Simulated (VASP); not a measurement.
# Li27HN in VASP: single point with PBE

Aim: the single point of Li27HN with PBE.

Everything below comes from runs of VASP 6.6.1. Logs are shortened: lines on timing, memory, paths and dates and some standing lists are left out, and cuts for length are marked.

## (1) The cell of the first run

The cell holds a slab with vacuum, 29 atoms: a = 10.470 Å, b = 10.470 Å, c = 16.490 Å, α = 90.00°, β = 90.00°, γ = 90.00°.

## (2) Single point, PBE

Contents of INCAR:

```
ALGO = Normal ; EDIFF = 1E-7
ENCUT = 520 ; GGA = PE
ISIF = 2 ; ISMEAR = 0
LASPH = True ; LCHARG = False
LREAL = Auto ; LWAVE = False
NBANDS = 64 ; NELM = 80
PREC = Accurate ; SIGMA = 0.15
```

Contents of KPOINTS:

```
k-points
0
Gamma
  2 2 1
```

Contents of POSCAR:

```
Li27HN
1.0
   10.4700000000      0.0000000000      0.0000000000
    0.0000000000     10.4700000000      0.0000000000
    0.0000000000      0.0000000000     16.4900000000
Li N H
27 1 1
Direct
    0.0000000000      0.0000000000      0.0606428138
    0.3333333333      0.0000000000      0.0606428138
    0.6666666667      0.0000000000      0.0606428138
    0.0000000000      0.3333333333      0.0606428138
    0.3333333333      0.3333333333      0.0606428138
    0.6666666667      0.3333333333      0.0606428138
    0.0000000000      0.6666666667      0.0606428138
    0.3333333333      0.6666666667      0.0606428138
    0.6666666667      0.6666666667      0.0606428138
    0.1695128940      0.1556792741      0.1610980594
    0.4972672397      0.1582796562      0.1611968466
    0.8371361987      0.1641433620      0.1648217708
    0.1469733524      0.4921126074      0.1732047908
    0.4932000000      0.5036063037      0.1651727107
    0.8836063992      0.5023382999      0.1980044269
    0.1700313276      0.8474948424      0.1608912674
    0.4859960840      0.8309288443      0.1662690722
    0.8287113658      0.8440837631      0.1638139478
    0.0028721108      0.0051323782      0.2691149788
    0.3292115568      0.0001403056      0.2720667677
    0.6628801337      0.0022901624      0.2677277138
    0.0317689589      0.3304692455      0.2715054579
    0.3417404011      0.3195337154      0.2639847787
    0.6544553964      0.3277370583      0.2615996968
    0.0041114613      0.6937444126      0.2658164342
    0.2677012416      0.6324297039      0.2735650091
    0.6503824260      0.6717248329      0.2656289873
    1.0564808978      0.5173835721      0.2686607035
    1.0374574976      0.5129020057      0.3302788357
```

Potentials or basis: VASP PAW PBE potentials, release 64 (Li_sv, N, H).

Run with:

```console
cat potpaw_PBE.64/Li_sv/POTCAR potpaw_PBE.64/N/POTCAR potpaw_PBE.64/H/POTCAR > POTCAR
mpirun -np 1 vasp_std > vasp.out
```

OUTCAR:

```text
EDIFF = 1E-7
   ENCUT = 520
   GGA = PE
   ISIF = 2
   ISMEAR = 0
   LASPH = True
   LREAL = Auto
   NELM = 80
   PREC = Accurate

 ion  position               nearest neighbor table
   1  0.000  0.000  0.061-
   2  0.333  0.000  0.061-
   3  0.667  0.000  0.061-
   4  0.000  0.333  0.061-
   5  0.333  0.333  0.061-
   6  0.667  0.333  0.061-
   7  0.000  0.667  0.061-
   8  0.333  0.667  0.061-
   9  0.667  0.667  0.061-
  10  0.170  0.156  0.161-
  11  0.497  0.158  0.161-
  12  0.837  0.164  0.165-
  13  0.147  0.492  0.173-  28 1.86  26 2.55
  14  0.493  0.504  0.165-
  15  0.884  0.502  0.198-  28 2.16
  16  0.170  0.847  0.161-
  17  0.486  0.831  0.166-
  18  0.829  0.844  0.164-
  19  0.003  0.005  0.269-
  20  0.329  0.000  0.272-
  21  0.663  0.002  0.268-
  22  0.032  0.330  0.272-  28 1.97
  23  0.342  0.320  0.264-
  24  0.654  0.328  0.262-
  25  0.004  0.694  0.266-  28 1.93
  26  0.268  0.632  0.274-  13 2.55
  27  0.650  0.672  0.266-
  28  0.056  0.517  0.269-  29 1.04  13 1.86  25 1.93  22 1.97  15 2.16
  29  0.037  0.513  0.330-  28 1.04

  LATTYP: Found a simple tetragonal cell.
 ALAT       =    10.4700000000
 C/A-ratio  =     1.5749761223

  Lattice vectors:

 A1 = (  10.4700000000,   0.0000000000,   0.0000000000)
 A2 = (   0.0000000000,  10.4700000000,   0.0000000000)
 A3 = (   0.0000000000,   0.0000000000,  16.4900000000)

Analysis of symmetry for initial positions (statically):
=====================================================================
 Subroutine PRICEL returns:
 Original cell was already a primitive cell.

 Routine SETGRP: Setting up the symmetry group for a
 simple tetragonal supercell.

 Subroutine GETGRP returns: Found  1 space group operations
 (whereof  1 operations were pure point group operations)
 out of a pool of 16 trial point group operations.

The static configuration has the point symmetry C_1 .

Analysis of symmetry for dynamics (positions and initial velocities):
=====================================================================
 Subroutine PRICEL returns:
 Original cell was already a primitive cell.

 Routine SETGRP: Setting up the symmetry group for a
 simple tetragonal supercell.

 Subroutine GETGRP returns: Found  1 space group operations
 (whereof  1 operations were pure point group operations)
 out of a pool of 16 trial point group operations.

The dynamic configuration has the point symmetry C_1 .

 Subroutine INISYM returns: Found  1 space group operations
 (whereof  1 operations are pure point group operations),
 and found     1 'primitive' translations

----------------------------------------------------------------------------------------

                                     Primitive cell

  volume of cell :    1807.6486

  direct lattice vectors                    reciprocal lattice vectors
    10.470000000  0.000000000  0.000000000     0.095510984  0.000000000  0.000000000
     0.000000000 10.470000000  0.000000000     0.000000000  0.095510984  0.000000000
     0.000000000  0.000000000 16.490000000     0.000000000  0.000000000  0.060642814

  length of vectors
    10.470000000 10.470000000 16.490000000     0.095510984  0.095510984  0.060642814

  position of ions in fractional coordinates (direct lattice)
     0.000000000  0.000000000  0.060642814
     0.333333333  0.000000000  0.060642814
     0.666666667  0.000000000  0.060642814
     0.000000000  0.333333333  0.060642814
     0.333333333  0.333333333  0.060642814
     0.666666667  0.333333333  0.060642814
[... 21 lines left out ...]
     0.056480898  0.517383572  0.268660703
     0.037457498  0.512902006  0.330278836

  ion indices of the primitive-cell ions
   primitive index   ion index
                 1           1
                 2           2
                 3           3
                 4           4
                 5           5
                 6           6
[... 21 lines left out ...]
                28          28
                29          29

----------------------------------------------------------------------------------------

 KPOINTS: k-points

Automatic generation of k-mesh.
 Grid dimensions read from file:
 generate k-points for:    2    2    1

 Generating k-lattice:

  Cartesian coordinates                     Fractional coordinates (reciprocal lattice)
     0.047755492  0.000000000  0.000000000     0.500000000  0.000000000  0.000000000
     0.000000000  0.047755492  0.000000000     0.000000000  0.500000000  0.000000000
     0.000000000  0.000000000  0.060642814     0.000000000  0.000000000  1.000000000

  Length of vectors
     0.047755492  0.047755492  0.060642814

  Shift w.r.t. Gamma in fractional coordinates (k-lattice)
     0.000000000  0.000000000  0.000000000

 Subroutine IBZKPT returns following result:
 ===========================================

 Found      4 irreducible k-points:

 Following reciprocal coordinates:
            Coordinates               Weight
  0.000000  0.000000  0.000000      1.000000
  0.500000  0.000000  0.000000      1.000000
  0.000000  0.500000  0.000000      1.000000
  0.500000  0.500000  0.000000      1.000000
   k-points           NKPTS =      4   k-points in BZ     NKDIM =      4   number of bands    NBANDS=     64
   number of dos      NEDOS =    301   number of ions     NIONS =     29
   total plane-waves  NPLWV = 806400
   dimension x,y,z NGX =    80 NGY =   80 NGZ =  126
   dimension x,y,z NGXF=   160 NGYF=  160 NGZF=  252
   ions per type =              27   1   1
   NGX,Y,Z   is equivalent  to a cutoff of  12.70, 12.70, 12.70 a.u.
   NGXF,Y,Z  is equivalent  to a cutoff of  25.41, 25.41, 25.41 a.u.
 SYSTEM =  unknown system
   PREC   = accura    normal or accurate (medium, high low for compatibility)
   ISTART =      0    job   : 0-new  1-cont  2-samecut
   ICHARG =      2    charge: 1-file 2-atom 10-const
   ISPIN  =      1    spin polarized calculation?
   LNONCOLLINEAR =      F non collinear calculations
   LSORBIT =      F    spin-orbit coupling
   LASPH  =      T    aspherical Exc in radial PAW
   ENCUT  =  520.0 eV  38.22 Ry    6.18 a.u.  19.47 19.47 30.66*2*pi/ulx,y,z
   NELM   =     80;   NELMIN=  2; NELMDL= -5     # of ELM steps
   EDIFF  = 0.1E-06   stopping-criterion for ELM
   LREAL  =      T    real-space projection
   EDIFFG = 0.1E-05   stopping-criterion for IOM
   NSW    =      0    number of steps for IOM
   IBRION =     -1    ionic relax: 0-MD 1-quasi-New 2-CG
   NFREE  =      0    steps in history (QN), initial steepest desc. (CG)
   ISIF   =      2    stress and relaxation
   ISYM   =      2    0-nonsym 1-usesym 2-fastsym
   POTIM  = 0.5000    time-step for ionic-motion
   TEBEG  =    0.0;   TEEND  =   0.0 temperature during run
   PSTRESS=    0.0 pullay stress
   NELECT =      87.0000    total number of electrons
   NUPDOWN=      -1.0000    fix difference up-down
   EMIN   =  10.00;   EMAX   =-10.00  energy-range for DOS
   EFERMI =   0.00;   METHOD = LEGACY
   ISMEAR =     0;   SIGMA  =   0.15  broadening in eV -4-tet -1-fermi 0-gaus
   EFERMI_NEDOS =   21; number of points for ismear=-14 and -15
   IALGO  =     38    algorithm
   IMIX   =      4    mixing-type and parameters
     AMIX     =   0.40;   BMIX     =  1.00
     AMIX_MAG =   1.60;   BMIX_MAG =  1.00
  volume/ion in A,a.u.               =      62.33       420.64
  Fermi-wavevector in a.u.,A,eV,Ry     =   0.595493  1.125318  4.824786  0.354612
  Thomas-Fermi vector in A             =   1.645478
   LORBIT       =      0    0 simple, 1 ext, 2 COOP (PROOUT), +10 PAW based schemes
   GGA     = PE    functional components
   LHFCALC =     F    Hartree Fock is set to
   AEXX    =    0.0000 exact exchange contribution
   IVDW    =     0    specifies the selected vdW correction
   LEPSILON=     F    determine dielectric tensor
   LRPA    =     F    only Hartree local field effects (RPA)
 non-spin polarized calculation
 Gauss-broadening in eV      SIGMA  =   0.15
  energy-cutoff  :      520.00
  volume of cell :     1807.65
 maximum number of plane-waves:     48725
 NGX is ok and might be reduce to    80
   NGX = 39   NGY = 39   NGZ = 61

 number of electron      87.0000008 magnetization

 Free energy of the ion-electron system (eV)
  ---------------------------------------------------
  ext. energy  EPLUGINS =         0.00000000
  ---------------------------------------------------
  free energy    TOTEN  =       -58.37688796 eV

  energy without entropy =      -58.20335093  energy(sigma->0) =      -58.29011945

 E-fermi :  -1.6671     XC(G=0):  -3.2391

 val. band max:       -1.6812466178   @ k =   0.5000   0.0000   0.0000
 cond. band min:      -1.6608601024   @ k =   0.5000   0.5000   0.0000
 fundamental gap:      0.0203865154
 Fermi energy:        -1.6670873001

 k-point     1 :       0.0000    0.0000    0.0000
  band No.  band energies     occupation
      1     -49.1452      2.00000
      2     -49.1359      2.00000
      3     -49.1035      2.00000
      4     -49.0748      2.00000
      5     -49.0687      2.00000
      6     -49.0662      2.00000
[... 47 lines left out ...]
     54      -0.2263      0.00000
     55      -0.0432      0.00000

 k-point     2 :       0.5000    0.0000    0.0000
  band No.  band energies     occupation
      1     -49.1452      2.00000
      2     -49.1359      2.00000
      3     -49.1035      2.00000
      4     -49.0748      2.00000
      5     -49.0687      2.00000
      6     -49.0662      2.00000
[... 47 lines left out ...]
     54      -0.3633      0.00000
     55      -0.3017      0.00000

 k-point     3 :       0.0000    0.5000    0.0000
  band No.  band energies     occupation
      1     -49.1452      2.00000
      2     -49.1359      2.00000
      3     -49.1035      2.00000
      4     -49.0748      2.00000
      5     -49.0687      2.00000
      6     -49.0662      2.00000
[... 47 lines left out ...]
     54      -0.4343      0.00000
     55      -0.2469      0.00000

 k-point     4 :       0.5000    0.5000    0.0000
  band No.  band energies     occupation
      1     -49.1452      2.00000
      2     -49.1359      2.00000
      3     -49.1035      2.00000
      4     -49.0748      2.00000
      5     -49.0687      2.00000
      6     -49.0662      2.00000
[... 47 lines left out ...]
     54      -0.6950      0.00000
     55      -0.5674      0.00000
 [bands above 55 left out]

------------------------ aborting loop because EDIFF is reached ----------------------------------------

  FORCE on cell =-STRESS in cart. coord.  units (eV):
  Direction    XX          YY          ZZ          XY          YZ          ZX
  --------------------------------------------------------------------------------------
  -------------------------------------------------------------------------------------
  Total       -8.4791032     -6.0169828     -0.2553503     -0.8325490      0.1675831      0.2087826
  in kB       -7.5153029     -5.3330460     -0.2263252     -0.7379150      0.1485343      0.1850507
  external PRESSURE =      -4.3582247 kB  Pullay stress =       0.0000000 kB

 VOLUME and BASIS-vectors are now :
 -----------------------------------------------------------------------------
  energy-cutoff  :      520.00
  volume of cell :     1807.65
      direct lattice vectors                 reciprocal lattice vectors
    10.470000000  0.000000000  0.000000000     0.095510984  0.000000000  0.000000000
     0.000000000 10.470000000  0.000000000     0.000000000  0.095510984  0.000000000
     0.000000000  0.000000000 16.490000000     0.000000000  0.000000000  0.060642814

 POSITION                                       TOTAL-FORCE (eV/Angst)
 -----------------------------------------------------------------------------------
      0.00000      0.00000      1.00000        -0.042681     -0.016732     -0.069295
      3.49000      0.00000      1.00000         0.059081     -0.001289     -0.164297
      6.98000      0.00000      1.00000        -0.044769     -0.000616     -0.016697
      0.00000      3.49000      1.00000        -0.025422     -0.114298     -0.083604
      3.49000      3.49000      1.00000        -0.017832      0.010950      0.065007
      6.98000      3.49000      1.00000         0.041926      0.047998      0.147042
[... 21 lines left out ...]
      0.59135      5.41701      4.43022         0.090190      0.034149      0.021714
      0.39218      5.37008      5.44630         0.063357      0.031721      0.020031
 -----------------------------------------------------------------------------------
    total drift:                               -0.007422     -0.001332     -0.008505

  FREE ENERGIE OF THE ION-ELECTRON SYSTEM (eV)
  ---------------------------------------------------
  free  energy   TOTEN  =       -58.3768879646 eV

  energy  without entropy=      -58.2033509290  energy(sigma->0) =      -58.29011945
```

Run time: 32 min. Hardware: 1 thread of Oxide Virtual Turin-like, shared host; peak memory 1.6 GiB.

Results:

| Item | Value |
| --- | --- |
| Free energy | -58.3769 eV |
| Largest force | 0.175 eV/Å |
| Band gap on the k mesh | zero (an odd number of electrons rules out a gap without spin polarisation) |

Forces in eV/Å, atoms in the order of the input:
```
Li  -0.043 -0.017 -0.069
Li   0.059 -0.001 -0.164
Li  -0.045 -0.001 -0.017
Li  -0.025 -0.114 -0.084
Li  -0.018  0.011  0.065
Li   0.042  0.048  0.147
Li  -0.018  0.105 -0.073
Li  -0.058 -0.031  0.027
Li   0.058 -0.035  0.150
Li  -0.001  0.001 -0.010
Li  -0.002 -0.005 -0.002
Li   0.014  0.016  0.008
Li   0.025 -0.021 -0.067
Li  -0.012  0.008  0.004
Li   0.034 -0.002  0.011
Li  -0.001  0.006 -0.005
Li  -0.023 -0.018  0.019
Li  -0.005 -0.001  0.005
Li   0.003  0.009  0.005
Li  -0.015  0.000  0.006
Li   0.004  0.004 -0.003
Li   0.048  0.013  0.009
Li  -0.009 -0.007 -0.006
Li   0.003  0.005 -0.010
Li  -0.015  0.050 -0.010
Li  -0.150 -0.083  0.022
Li  -0.005 -0.009  0.002
N    0.090  0.034  0.022
H    0.063  0.032  0.020
```

Caveat: the cutoff is under 1.25 times the usual one of these potentials, so pressure, stress and relaxed cells hold a basis-set (Pulay) error; there is no dipole correction, which matters where the two faces differ.

The gap in the log of VASP goes by the Fermi energy; the results here count the filled bands.